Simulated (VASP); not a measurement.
TeBr6:

```
Te Br
1.0
     7.42804    0.00000    0.00000
     0.00000    7.42804    0.00000
     0.00000    0.00000   11.08060
Te Br
2 12
Cartesian
  3.7140 3.7140 5.5403
  0.0000 0.0000 0.0000
  3.7140 3.7140 2.9737
  0.0000 0.0000 8.5140
  3.7140 3.7140 8.1069
  0.0000 0.0000 2.5666
  5.8011 5.2387 5.5403
  1.6269 2.1894 5.5403
  5.3410 1.5247 0.0000
  2.0871 5.9034 0.0000
  5.2387 1.6269 5.5403
  2.1894 5.8011 5.5403
  1.5247 2.0871 0.0000
  5.9034 5.3410 0.0000
```

Base run:

| Item | Value |
| --- | --- |
| Program | VASP 6.6.1 |
| Functional | PBE |
| Potentials or basis | VASP PAW PBE potentials, release 64 (Te, Br) |
| Cutoff | 520 eV |
| k mesh | 5 × 5 × 3 |
| Occupations | fermi-dirac, width 0.05 eV |
| Spin | no spin polarisation |

Its results: pressure 0.3 GPa; largest force 0.146 eV/Å.

Task: The run is repeated on the same cell with these changes: functional from PBE to r2SCAN. What comes out?

Result: Pressure -0.8 GPa; largest force 0.172 eV/Å.

Caveats: the PAW data sets were made with another functional, which shifts forces and pressure a little (some runs).
